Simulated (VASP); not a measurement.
# RuS2 (CdI2 type) (P-3m1) in VASP: further runs

The runs below take RuS2 (CdI2 type) through electric field gradients, with LDA.

Everything below comes from runs of VASP 6.6.1. Logs are shortened: lines on timing, memory, paths and dates and some standing lists are left out, and cuts for length are marked.

## Step 1: The cell of the first run

It takes space group P-3m1 (No. 164, trigonal). The conventional cell has a = 3.443 Å, b = 3.443 Å, c = 5.113 Å, α = 90.00°, β = 90.00°, γ = 120.00°. Within 3.1 Å of Ru (site symmetry -3m) lie 6 S at 2.37 Å. Within 3.3 Å of S (site symmetry 3m) lie 3 Ru at 2.37 Å and 6 S at 3.21 to 3.27 Å.

## Step 2: Electric field gradients, LDA

Contents of INCAR:

```
SYSTEM = RuS2
PREC = Accurate
ENCUT = 520
EDIFF = 1E-8
ISMEAR = -1
SIGMA = 0.05
LREAL = .False.
LASPH = .True.
NELM = 60
ALGO = Normal
ISIF = 2
LWAVE = .False.
LCHARG = .False.
LEFG = .True.
NBANDS = 20
```

Contents of KPOINTS:

```
Automatic mesh
0
Gamma
  12 12 7
  0 0 0
```

Contents of POSCAR:

```
RuS2
1.0
    3.4427884332      0.0000000000      0.0000000000
   -1.7213942166      2.9815422430      0.0000000000
    0.0000000000      0.0000000000      5.1133983325
Ru S
1 2
Direct
    0.0000000000      0.0000000000      0.0000000000
    0.3333333333      0.6666666667      0.2536057355
    0.6666666667      0.3333333333      0.7463942645
```

Potentials or basis: VASP PAW LDA potentials, release 64 (Ru_pv, S).

The run is started by

```sh
> cat potpaw_LDA.64/Ru_pv/POTCAR potpaw_LDA.64/S/POTCAR > POTCAR
> mpirun -np 1 vasp_std > vasp.out
```

OUTCAR:

```text
SYSTEM = RuS2
   PREC = Accurate
   ENCUT = 520
   EDIFF = 1E-8
   ISMEAR = -1
   LREAL = .False.
   LASPH = .True.
   NELM = 60
   ISIF = 2

 ion  position               nearest neighbor table
   1  0.000  0.000  0.000-   2 2.37   3 2.37   2 2.37   3 2.37   3 2.37   2 2.37
   2  0.333  0.667  0.254-   1 2.37   1 2.37   1 2.37
   3  0.667  0.333  0.746-   1 2.37   1 2.37   1 2.37

  LATTYP: Found a hexagonal cell.
 ALAT       =     3.4427884332
 C/A-ratio  =     1.4852490740

  Lattice vectors:

 A1 = (   3.4427884332,   0.0000000000,   0.0000000000)
 A2 = (  -1.7213942166,   2.9815422430,   0.0000000000)
 A3 = (   0.0000000000,   0.0000000000,   5.1133983325)

Analysis of symmetry for initial positions (statically):
=====================================================================
 Subroutine PRICEL returns:
 Original cell was already a primitive cell.

 Routine SETGRP: Setting up the symmetry group for a
 hexagonal supercell.

 Subroutine GETGRP returns: Found 12 space group operations
 (whereof 12 operations were pure point group operations)
 out of a pool of 24 trial point group operations.

The static configuration has the point symmetry D_3d.

Analysis of symmetry for dynamics (positions and initial velocities):
=====================================================================
 Subroutine PRICEL returns:
 Original cell was already a primitive cell.

 Routine SETGRP: Setting up the symmetry group for a
 hexagonal supercell.

 Subroutine GETGRP returns: Found 12 space group operations
 (whereof 12 operations were pure point group operations)
 out of a pool of 24 trial point group operations.

The dynamic configuration has the point symmetry D_3d.

 Subroutine INISYM returns: Found 12 space group operations
 (whereof 12 operations are pure point group operations),
 and found     1 'primitive' translations

----------------------------------------------------------------------------------------

                                     Primitive cell

  volume of cell :      52.4881

  direct lattice vectors                    reciprocal lattice vectors
     3.442788433  0.000000000  0.000000000     0.290462228  0.167698446  0.000000000
    -1.721394217  2.981542243  0.000000000     0.000000000  0.335396891  0.000000000
     0.000000000  0.000000000  5.113398333     0.000000000  0.000000000  0.195564659

  length of vectors
     3.442788433  3.442788433  5.113398333     0.335396891  0.335396891  0.195564659

  position of ions in fractional coordinates (direct lattice)
     0.000000000  0.000000000  0.000000000
     0.333333333  0.666666667  0.253605736
     0.666666667  0.333333333  0.746394264

  ion indices of the primitive-cell ions
   primitive index   ion index
                 1           1
                 2           2
                 3           3

----------------------------------------------------------------------------------------

 KPOINTS: Automatic mesh

Automatic generation of k-mesh.
 Grid dimensions read from file:
 generate k-points for:   12   12    7

 Generating k-lattice:

  Cartesian coordinates                     Fractional coordinates (reciprocal lattice)
     0.024205186  0.013974870  0.000000000     0.083333333  0.000000000  0.000000000
     0.000000000  0.027949741  0.000000000     0.000000000  0.083333333  0.000000000
     0.000000000  0.000000000  0.027937808     0.000000000  0.000000000  0.142857143

  Length of vectors
     0.027949741  0.027949741  0.027937808

  Shift w.r.t. Gamma in fractional coordinates (k-lattice)
     0.000000000  0.000000000  0.000000000

 Subroutine IBZKPT returns following result:
 ===========================================

 Found    112 irreducible k-points:

 Following reciprocal coordinates:
            Coordinates               Weight
  0.000000  0.000000  0.000000      1.000000
  0.083333  0.000000  0.000000      6.000000
  0.166667  0.000000  0.000000      6.000000
  0.250000  0.000000  0.000000      6.000000
  0.333333  0.000000  0.000000      6.000000
  0.416667  0.000000  0.000000      6.000000
[... 16 lines left out ...]
  0.166667  0.000000  0.142857      6.000000
  0.000000  0.166667  0.142857      6.000000
 [... further k-points ...]
   k-points           NKPTS =    112   k-points in BZ     NKDIM =    112   number of bands    NBANDS=     20
   number of dos      NEDOS =    301   number of ions     NIONS =      3
   total plane-waves  NPLWV =  31360
   dimension x,y,z NGX =    28 NGY =   28 NGZ =   40
   dimension x,y,z NGXF=    56 NGYF=   56 NGZF=   80
   ions per type =               1   2
   NGX,Y,Z   is equivalent  to a cutoff of  13.52, 13.52, 13.00 a.u.
   NGXF,Y,Z  is equivalent  to a cutoff of  27.04, 27.04, 26.01 a.u.
 SYSTEM =  RuS2
   PREC   = accura    normal or accurate (medium, high low for compatibility)
   ISTART =      0    job   : 0-new  1-cont  2-samecut
   ICHARG =      2    charge: 1-file 2-atom 10-const
   ISPIN  =      1    spin polarized calculation?
   LNONCOLLINEAR =      F non collinear calculations
   LSORBIT =      F    spin-orbit coupling
   LASPH  =      T    aspherical Exc in radial PAW
   ENCUT  =  520.0 eV  38.22 Ry    6.18 a.u.   6.40  6.40  9.51*2*pi/ulx,y,z
   NELM   =     60;   NELMIN=  2; NELMDL= -5     # of ELM steps
   EDIFF  = 0.1E-07   stopping-criterion for ELM
   LREAL  =      F    real-space projection
   EDIFFG = 0.1E-06   stopping-criterion for IOM
   NSW    =      0    number of steps for IOM
   IBRION =     -1    ionic relax: 0-MD 1-quasi-New 2-CG
   NFREE  =      0    steps in history (QN), initial steepest desc. (CG)
   ISIF   =      2    stress and relaxation
   ISYM   =      2    0-nonsym 1-usesym 2-fastsym
   POTIM  = 0.5000    time-step for ionic-motion
   TEBEG  =    0.0;   TEEND  =   0.0 temperature during run
   PSTRESS=    0.0 pullay stress
   NELECT =      26.0000    total number of electrons
   NUPDOWN=      -1.0000    fix difference up-down
   EMIN   =  10.00;   EMAX   =-10.00  energy-range for DOS
   EFERMI =   0.00;   METHOD = LEGACY
   ISMEAR =    -1;   SIGMA  =   0.05  broadening in eV -4-tet -1-fermi 0-gaus
   EFERMI_NEDOS =   21; number of points for ismear=-14 and -15
   IALGO  =     38    algorithm
   IMIX   =      4    mixing-type and parameters
     AMIX     =   0.40;   BMIX     =  1.00
     AMIX_MAG =   1.60;   BMIX_MAG =  1.00
  volume/ion in A,a.u.               =      17.50       118.07
  Fermi-wavevector in a.u.,A,eV,Ry     =   1.295326  2.447811 22.828788  1.677869
  Thomas-Fermi vector in A             =   2.426852
   LORBIT       =      0    0 simple, 1 ext, 2 COOP (PROOUT), +10 PAW based schemes
   GGA     = CA    functional components
   LHFCALC =     F    Hartree Fock is set to
   AEXX    =    0.0000 exact exchange contribution
   IVDW    =     0    specifies the selected vdW correction
   LEPSILON=     F    determine dielectric tensor
   LRPA    =     F    only Hartree local field effects (RPA)
 non-spin polarized calculation
  energy-cutoff  :      520.00
  volume of cell :       52.49
 maximum number of plane-waves:      1431
 NGX is ok and might be reduce to    28
   NGX = 13   NGY = 13   NGZ = 19

 number of electron      26.0000000 magnetization

 Free energy of the ion-electron system (eV)
  ---------------------------------------------------
  ext. energy  EPLUGINS =         0.00000000
  ---------------------------------------------------
  free energy    TOTEN  =       -20.81100213 eV

  energy without entropy =      -20.77374790  energy(sigma->0) =      -20.79237501

 E-fermi :   6.6615     XC(G=0): -11.2372

 val. band max:        6.6596313677   @ k =   0.1667   0.1667   0.2857
 cond. band min:       6.6647322141   @ k =   0.0833   0.0833   0.0000
 fundamental gap:      0.0051008464
 Fermi energy:         6.6614513272

 k-point     1 :       0.0000    0.0000    0.0000
  band No.  band energies     occupation
      1     -35.8515      2.00000
      2     -35.8056      2.00000
      3     -35.8056      2.00000
      4      -7.8772      2.00000
      5      -5.3325      2.00000
      6       0.2854      2.00000
[... 12 lines left out ...]
     19      15.7414      0.00000
     20      15.7414      0.00000
[... 507 lines left out ...]
 k-point    24 :       0.0000    0.1667    0.1429
  band No.  band energies     occupation
      1     -35.8487      2.00000
      2     -35.8242      2.00000
      3     -35.8101      2.00000
      4      -7.4710      2.00000
      5      -5.5380      2.00000
      6       0.7690      2.00000
[... 12 lines left out ...]
     19      15.5953      0.00000
     20      16.6209      0.00000

 [... further k-points ...]

------------------------ aborting loop because EDIFF is reached ----------------------------------------

  FORCE on cell =-STRESS in cart. coord.  units (eV):
  Direction    XX          YY          ZZ          XY          YZ          ZX
  --------------------------------------------------------------------------------------
  -------------------------------------------------------------------------------------
  Total       -2.7112944     -2.7112944     -2.6133344      0.0000000     -0.0000000      0.0000000
  in kB      -82.7611156    -82.7611156    -79.7709272      0.0000000     -0.0000000      0.0000000
  external PRESSURE =     -81.7643861 kB  Pullay stress =       0.0000000 kB

 VOLUME and BASIS-vectors are now :
 -----------------------------------------------------------------------------
  energy-cutoff  :      520.00
  volume of cell :       52.49
      direct lattice vectors                 reciprocal lattice vectors
     3.442788433  0.000000000  0.000000000     0.290462228  0.167698446  0.000000000
    -1.721394217  2.981542243  0.000000000     0.000000000  0.335396891  0.000000000
     0.000000000  0.000000000  5.113398333     0.000000000  0.000000000  0.195564659

 POSITION                                       TOTAL-FORCE (eV/Angst)
 -----------------------------------------------------------------------------------
      0.00000      0.00000      0.00000         0.000000      0.000000      0.000000
     -0.00000      1.98769      1.29679         0.000000     -0.000000     -0.386267
      1.72139      0.99385      3.81661        -0.000000      0.000000      0.386267
 -----------------------------------------------------------------------------------
    total drift:                                0.000000      0.000000      0.000000

  FREE ENERGIE OF THE ION-ELECTRON SYSTEM (eV)
  ---------------------------------------------------
  free  energy   TOTEN  =       -20.8110021300 eV

  energy  without entropy=      -20.7737478952  energy(sigma->0) =      -20.79237501

 Electric field gradients (V/A^2)
---------------------------------------------------------------------
 ion       V_xx      V_yy      V_zz      V_xy      V_xz      V_yz
---------------------------------------------------------------------
   1       6.569     6.569   -13.138     0.000    -0.000     0.000
   2       4.953     4.953    -9.906    -0.000     0.000    -0.000
   3       4.953     4.953    -9.906    -0.000     0.000    -0.000
---------------------------------------------------------------------

 Electric field gradients after diagonalization (V/A^2)
 (convention: |V_zz| > |V_xx| > |V_yy|)
----------------------------------------------------------------------
 ion       V_xx      V_yy      V_zz     asymmetry (V_yy - V_xx)/ V_zz
----------------------------------------------------------------------
   1       6.569     6.569   -13.138       0.000
   2       4.953     4.953    -9.906       0.000
   3       4.953     4.953    -9.906       0.000
----------------------------------------------------------------------

           NMR quadrupolar parameters

 Cq : quadrupolar parameter    Cq=e*Q*V_zz/h
 eta: asymmetry parameters     (V_yy - V_xx)/ V_zz
 Q  : nuclear electric quadrupole moment in mb (millibarn)
----------------------------------------------------------------------
 ion       Cq(MHz)       eta       Q (mb)
----------------------------------------------------------------------
   1      -0.032       0.000       1.000
   2      -0.024       0.000       1.000
   3      -0.024       0.000       1.000
----------------------------------------------------------------------
```

Wall time 56 s (1 thread of AMD EPYC 9R45 (Zen 5), shared host); peak memory 0.2 GiB.

Results:

```yaml
Free_energy: -20.8110 eV
Pressure: -8.2 GPa
Largest_force: 0.386 eV/Å
Band_gap_on_the_k_mesh: zero (bands 13 and 14 overlap by 0.53 eV)
Largest_electric_field_gradient_by_atom: Ru -13.1; S -9.9 V/Å²
```

Forces in eV/Å, atoms in the order of the input:
```
Ru   0.000  0.000  0.000
S    0.000  0.000 -0.386
S    0.000  0.000  0.386
```

Stress tensor (GPa, compression positive):
```
-8.28  0.00  0.00
 0.00 -8.28  0.00
 0.00  0.00 -7.98
```

Levels at points of the mesh, in eV from the Fermi level:
```
           k point  band 10  band 11  band 12  band 13  band 14  band 15  band 16  band 17
(0.00, 0.00, 0.00)    -1.70    -0.44    -0.36    -0.36     0.40     2.90     2.90     5.29
(0.50, 0.00, 0.00)    -3.19    -2.37    -1.19    -0.67    -0.12     2.86     3.62     6.98
```

Electric field gradients, principal values (V/Å²):
| atom | least | middle | greatest (by size) |
| --- | --- | --- | --- |
| 1 Ru | 6.569 | 6.569 | -13.138 |
| 2 S | 4.953 | 4.953 | -9.906 |
| 3 S | 4.953 | 4.953 | -9.906 |

Caveat: the cell stands under tension; without QUAD_EFG the Cq values of the log hold for a quadrupole moment of 1 mb, not for the nuclei.

## Step 3: Electric field gradients, LDA (18.20 Å³/atom)

This run uses another cell than the first one, of 18.20 Å³/atom.

Contents of INCAR:

```
PREC = Accurate ; ENCUT = 520
EDIFF = 1E-8 ; ISMEAR = -1
SIGMA = 0.05 ; LREAL = False
LASPH = True ; NELM = 100
ALGO = Normal ; ISIF = 2
LWAVE = False ; LCHARG = False
GGA = CA ; LEFG = True
NBANDS = 20
```

Contents of KPOINTS:

```
regular mesh
0
Gamma
  12 12 7
```

Contents of POSCAR:

```
RuS2
1.0
    3.4880934764      0.0000000000      0.0000000000
   -1.7440467382      3.0207775614      0.0000000000
    0.0000000000      0.0000000000      5.1806876060
Ru S
1 2
Direct
    0.0000000000      0.0000000000      0.0000000000
    0.3333333333      0.6666666667      0.2536057355
    0.6666666667      0.3333333333      0.7463942645
```

Potentials or basis: VASP PAW LDA potentials, release 64 (Ru_pv, S).

The run is started by

```sh
> cat potpaw_LDA.64/Ru_pv/POTCAR potpaw_LDA.64/S/POTCAR > POTCAR
> mpirun -np 1 vasp_std > vasp.out
```

OUTCAR:

```text
PREC = Accurate
   ENCUT = 520
   EDIFF = 1E-8
   ISMEAR = -1
   LREAL = False
   LASPH = True
   NELM = 100
   ISIF = 2
   GGA = CA

 ion  position               nearest neighbor table
   1  0.000  0.000  0.000-   2 2.40   3 2.40   3 2.40   2 2.40   3 2.40   2 2.40
   2  0.333  0.667  0.254-   1 2.40   1 2.40   1 2.40
   3  0.667  0.333  0.746-   1 2.40   1 2.40   1 2.40

  LATTYP: Found a hexagonal cell.
 ALAT       =     3.4880934764
 C/A-ratio  =     1.4852490740

  Lattice vectors:

 A1 = (   3.4880934764,   0.0000000000,   0.0000000000)
[... 770 lines left out ...]

  energy  without entropy=      -20.6360492746  energy(sigma->0) =      -20.65579248

 Electric field gradients (V/A^2)
---------------------------------------------------------------------
 ion       V_xx      V_yy      V_zz      V_xy      V_xz      V_yz
---------------------------------------------------------------------
   1       5.670     5.671   -11.341     0.001     0.000    -0.000
   2       5.153     5.153   -10.306     0.000     0.000    -0.000
   3       5.153     5.153   -10.306     0.000     0.000    -0.000
---------------------------------------------------------------------

 Electric field gradients after diagonalization (V/A^2)
 (convention: |V_zz| > |V_xx| > |V_yy|)
----------------------------------------------------------------------
 ion       V_xx      V_yy      V_zz     asymmetry (V_yy - V_xx)/ V_zz
----------------------------------------------------------------------
   1       5.672     5.669   -11.341       0.000
   2       5.153     5.153   -10.306       0.000
   3       5.153     5.153   -10.306       0.000
----------------------------------------------------------------------

           NMR quadrupolar parameters

 Cq : quadrupolar parameter    Cq=e*Q*V_zz/h
 eta: asymmetry parameters     (V_yy - V_xx)/ V_zz
 Q  : nuclear electric quadrupole moment in mb (millibarn)
----------------------------------------------------------------------
 ion       Cq(MHz)       eta       Q (mb)
----------------------------------------------------------------------
   1      -0.027       0.000       1.000
   2      -0.025       0.000       1.000
   3      -0.025       0.000       1.000
----------------------------------------------------------------------
```

stdout:

```text
POSCAR found type information on POSCAR RuS
 POSCAR found :  2 types and       3 ions
 scaLAPACK will be used
 LDA part: xc-table for (Slater(with rela. corr.)+CA(PZ))
 , standard interpolation
 POSCAR, INCAR and KPOINTS ok, starting setup
 FFT: planning ... GRIDC
 FFT: planning ... GRID_SOFT
 FFT: planning ... GRID
 WAVECAR not read
 entering main loop
ion   1

ion   2

ion   3
```

Wall time 59 s (1 thread of AMD EPYC 9R45 (Zen 5), shared host); peak memory 0.2 GiB.

What came out:

```yaml
Free_energy: -20.6755 eV
Pressure: -12.5 GPa
Largest_force: 0.836 eV/Å
Band_gap_on_the_k_mesh: zero (bands 13 and 14 overlap by 0.50 eV)
Largest_electric_field_gradient_by_atom: Ru -11.3; S -10.3 V/Å²
```

Forces in eV/Å, atoms in the order of the input:
```
Ru   0.000  0.000  0.000
S    0.000  0.000 -0.836
S    0.000  0.000  0.836
```

Stress tensor (GPa, compression positive):
```
-12.97   0.00   0.00
  0.00 -12.97   0.00
  0.00   0.00 -11.50
```

Levels at points of the mesh, in eV from the Fermi level:
```
           k point  band 10  band 11  band 12  band 13  band 14  band 15  band 16  band 17
(0.00, 0.00, 0.00)    -1.58    -0.40    -0.36    -0.36     0.38     2.78     2.78     5.32
(0.50, 0.00, 0.00)    -3.03    -2.27    -1.14    -0.62    -0.12     2.72     3.44     6.95
```

Electric field gradients, principal values (V/Å²):
| atom | least | middle | greatest (by size) |
| --- | --- | --- | --- |
| 1 Ru | 5.669 | 5.672 | -11.341 |
| 2 S | 5.153 | 5.153 | -10.306 |
| 3 S | 5.153 | 5.153 | -10.306 |

Caveat: the cell stands under tension; without QUAD_EFG the Cq values of the log hold for a quadrupole moment of 1 mb, not for the nuclei.
